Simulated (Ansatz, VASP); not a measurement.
## One calculation of CrB2Rh2, two programs

```
CELL_PARAMETERS angstrom
0.00000 4.20227 2.67767
0.00000 -4.20227 2.67767
4.77143 0.00000 -2.67767
ATOMIC_POSITIONS crystal
Rh 0.36990 0.36990 0.73980
Rh 0.63010 0.63010 0.26020
Rh 0.38010 0.88010 0.76020
Rh 0.11990 0.61990 0.23980
Cr 0.00000 0.00000 0.00000
Cr 0.75000 0.25000 0.50000
B 0.32800 0.67200 0.00000
B 0.67200 0.32800 0.00000
B 0.42200 0.57800 0.50000
B 0.07800 0.92200 0.50000
```

Alike in both runs: task single point; functional PBEsol; k mesh 6 × 6 × 6; occupations fermi-dirac, width 0.0223 eV; no spin polarisation.

|  | VASP | Ansatz |
| --- | --- | --- |
| version | VASP 6.6.1 | Ansatz 0.2.0 |
| potentials or method | VASP PAW PBE potentials, release 64 (Rh_pv, Cr_pv, B), cutoff 520 eV | PAW plane waves |
| valence electrons in the cell | 96 | 108 |

|  | VASP | Ansatz | Ansatz less VASP |
| --- | --- | --- | --- |
| rms of the force components (eV/Å) | 1.421 | 1.410 | -0.0119 |

VASP's potentials were made for PBE, not for PBEsol. Atom by atom the forces differ by 0.013 eV/Å (rms over components). VASP's potentials hold 96 valence electrons a cell and Ansatz's 108, so a difference there can come from the potentials and not from the codes.
